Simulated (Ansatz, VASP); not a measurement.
Two plane-wave programs on Ta2C

```xyz
3
Lattice="3.0694 0.0000 0.0000 -1.5347 2.6582 0.0000 0.0000 0.0000 4.8752" Properties=species:S:1:pos:R:3 pbc="T T T"
Ta    0.0000    1.7721    1.2451
Ta    1.5347    0.8861    3.6301
C     0.0000    0.0000    0.0000
```

Alike in both runs: functional r2SCAN; k mesh 12 × 12 × 7; occupations fermi-dirac, width 0.1 eV; no spin polarisation.

Ansatz relaxed the structure, and its values are those at the end. VASP's run is a single point on that final structure, the one shown.

|  | VASP | Ansatz |
| --- | --- | --- |
| version | VASP 6.6.1 | Ansatz 0.2.0 |
| potentials or method | VASP PAW PBE potentials, release 64 (Ta_pv, C), cutoff 520 eV | PAW plane waves |
| valence electrons in the cell | 26 | 30 |

```tsv
	VASP	Ansatz	Ansatz less VASP
pressure (GPa)	13.0	12.2	-0.80
rms of the force components (eV/Å)	0.017	0.002	-0.0151
```

VASP's potentials were made for PBE, not for r2SCAN. With one functional, cell and mesh, what is left measures potentials, basis and numerics. VASP's potentials hold 26 valence electrons a cell and Ansatz's 30, so a difference there can come from the potentials and not from the codes. Ansatz's warnings: stress scf threshold loose.

Spin-orbit coupling is off throughout.
